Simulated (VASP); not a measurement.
The system is MgBe2SeO2.

```
Mg Be Se O
1.0
    -1.85146    1.85146    4.98150
     1.85146   -1.85146    4.98150
     1.85146    1.85146   -4.98150
Mg Be Se O
1 2 1 2
Direct
  0.50000 0.50000 0.00000
  0.14646 0.14646 0.00000
  0.85354 0.85354 0.00000
  0.00000 0.00000 0.00000
  0.25000 0.75000 0.50000
  0.75000 0.25000 0.50000
```

The cell was generated, and may not be a known phase.

* Program: VASP 6.6.1
* Task: relaxation of cell and atoms
* Functional: PBE
* Potentials or basis: VASP PAW PBE potentials, release 64 (Mg, Be, Se, O)
* Cutoff: 600 eV
* k mesh: 6 × 6 × 6
* Occupations: gaussian, width 0.1 eV
* Spin: no spin polarisation

At the start: pressure 50.5 GPa; volume 11.38 Å³/atom.

Where does the relaxation end?

Over 16 steps the energy falls by 2785.1 meV/atom and the volume is 13.00 Å³/atom (+14.2 %); space group I4/mmm (No. 139, to 0.1 Å) before and after.

Step by step:
| step | energy change (eV) | largest force (eV/Å) | pressure (GPa) | volume (Å³) |
| --- | --- | --- | --- | --- |
| 1 | 0.0000 | 31.7085 | 50.55 | 68.30 |
| 2 | -11.4189 | 5.3161 | -17.11 | 102.90 |
| 3 | -16.0222 | 0.7248 | -11.95 | 83.75 |
| 4 | -16.0334 | 0.6858 | -11.94 | 83.44 |
| 5 | -16.0878 | 0.2693 | -11.81 | 80.43 |
| 6 | -16.6098 | 0.0704 | 6.06 | 71.04 |
| 7 | -16.6482 | 0.0951 | 1.64 | 72.77 |
| 8 | -16.6682 | 0.0044 | 1.25 | 73.63 |
| 9 | -16.6885 | 0.2385 | 0.42 | 75.71 |
| 10 | -16.6952 | 0.1924 | -0.21 | 76.39 |
| 11 | -16.6995 | 0.0893 | -1.61 | 77.96 |
| 12 | -16.6999 | 0.1121 | -1.29 | 77.60 |
| 13 | -16.7027 | 0.0927 | -1.10 | 77.65 |
| 14 | -16.7087 | 0.0349 | -0.51 | 77.82 |
| 15 | -16.7084 | 0.0769 | 0.66 | 78.14 |
| 16 | -16.7106 | 0.0208 | 0.03 | 77.98 |

Final structure:
```
CELL_PARAMETERS angstrom
-1.74154 1.74154 6.42730
1.74154 -1.74154 6.42730
1.74154 1.74154 -6.42730
ATOMIC_POSITIONS crystal
Mg 0.50000 0.50000 0.00000
Be 0.23794 0.23794 0.00000
Be 0.76206 0.76206 0.00000
Se 0.00000 0.00000 0.00000
O 0.25000 0.75000 0.50000
O 0.75000 0.25000 0.50000
```

Caveat: a cell axis changed by over 15 % at a fixed basis, so the end point is rough.
